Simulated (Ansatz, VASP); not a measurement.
**AgI in VASP and in Ansatz**

```xyz
2
Lattice="0.0000 3.2906 3.2906 3.2906 0.0000 3.2906 3.2906 3.2906 0.0000" Properties=species:S:1:pos:R:3 pbc="T T T"
Ag    0.0000    0.0000    0.0000
I     4.9359    4.9359    4.9359
```

Alike in both runs: task single point; functional PBE; k mesh 10 × 10 × 10; occupations gaussian, width 0.05 eV; no spin polarisation.

```csv
,VASP,Ansatz
version,VASP 6.6.1,Ansatz 0.2.0
potentials or method,"VASP PAW PBE potentials, release 64 (Ag, I), cutoff 500 eV","scalar-relativistic, plane waves, PAW"
valence electrons in the cell,18,36
```

```tsv
	VASP	Ansatz	Ansatz less VASP
gap on the k mesh at the Fermi level (eV)	1.34	1.34	-0.003
least direct gap on the mesh (eV)	1.34	1.34	-0.003
pressure (GPa)	0.5	0.6	+0.04
```

The functional is the same, so the differences come from potentials, cutoffs and numerics. VASP's potentials hold 18 valence electrons a cell and Ansatz's 36, so a difference there can come from the potentials and not from the codes.

Spin-orbit coupling is off throughout.
